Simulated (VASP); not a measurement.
Ti, 3 atoms in the cell. It takes space group Amm2 (No. 38, orthorhombic). Conventional cell: a = 2.855 Å, b = 4.617 Å, c = 7.997 Å, α = 90.00°, β = 90.00°, γ = 90.00°. Ti (site symmetry mm2) has 14 Ti at 2.83 to 3.23 Å within 3.7 Å. Ti (site symmetry mm2) has 11 Ti at 2.67 to 3.23 Å within 3.5 Å. Within 3.5 Å of Ti (site symmetry mm2) lie 11 Ti at 2.67 to 3.13 Å.  This cell differs from its parent crystal: atoms displaced along a vibrational mode, the cell strained.

| Item | Value |
| --- | --- |
| Program | VASP 6.6.1 |
| Task | single point |
| Functional | PBE |
| Potentials or basis | VASP PAW PBE potentials, release 64 (Ti_sv) |
| Cutoff | 500 eV |
| k mesh | 12 × 12 × 14 |
| Occupations | gaussian, width 0.15 eV |
| Spin | no spin polarisation |
| Dipole correction | no |
| Further INCAR settings | ALGO = Normal; EDIFF = 1e-06; NBANDS = 25 |

Potentials or basis: VASP PAW PBE potentials, release 64 (Ti_sv).

Launch:

```console
$ cat potpaw_PBE.64/Ti_sv/POTCAR > POTCAR
$ mpirun -np 1 vasp_std > vasp.out
```

Hardware: 1 thread of Intel(R) Xeon(R) 6975P-C (Granite Rapids) (shared host).

Question: How long does it take, and how much memory?

Answer: Run time: 4.6 min on 1 thread of Intel(R) Xeon(R) 6975P-C (Granite Rapids), on a shared host, peak memory 0.42 GiB. Counts: scf iterations 16, k points 344.
